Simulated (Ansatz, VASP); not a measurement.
**One calculation of Pt, two programs**

```
Pt
1.0
    -3.12088    0.00000    0.00000
     0.00000   -3.12088    0.00000
     0.00000    0.00000   10.36265
Pt
6
Direct
  0.50000 0.50000 0.07528
  0.00000 0.00000 0.82819
  0.50000 0.50000 0.37644
  0.00000 0.00000 0.22586
  0.50000 0.50000 0.67761
  0.00000 0.00000 0.52703
```

Alike in both runs: task single point; functional PBEsol; k mesh 14 × 14 × 5; occupations gaussian, width 0.15 eV; no spin polarisation.

|  | VASP | Ansatz |
| --- | --- | --- |
| version | VASP 6.6.1 | Ansatz 0.2.0 |
| potentials or method | VASP PAW PBE potentials, release 64 (Pt), cutoff 520 eV | scalar-relativistic, plane waves, PAW |
| valence electrons in the cell | 60 | 108 |

Ansatz gave:

```
gap on the k mesh at the Fermi level (eV)                     : none
pressure (GPa)                                                : -10.3
traceless stress, the component that is largest in VASP (GPa) : 0.31
rms of the force components (eV/Å)                            : 0.426
```

What did VASP give for the same quantities?

gap on the k mesh at the Fermi level (eV): none; pressure (GPa): -10.6; traceless stress, the component that is largest in VASP (GPa): 0.33; rms of the force components (eV/Å): 0.420.

VASP's potentials were made for PBE, not for PBEsol, and Ansatz warns of the same on its side. Atom by atom the forces differ by 0.007 eV/Å (rms over components). A gap of «none» marks a metal or a gap that the smearing closes. The functional is the same, so the differences come from potentials, cutoffs and numerics. VASP's potentials hold 60 valence electrons a cell and Ansatz's 108, so a difference there can come from the potentials and not from the codes.

Neither program's run includes spin-orbit coupling.
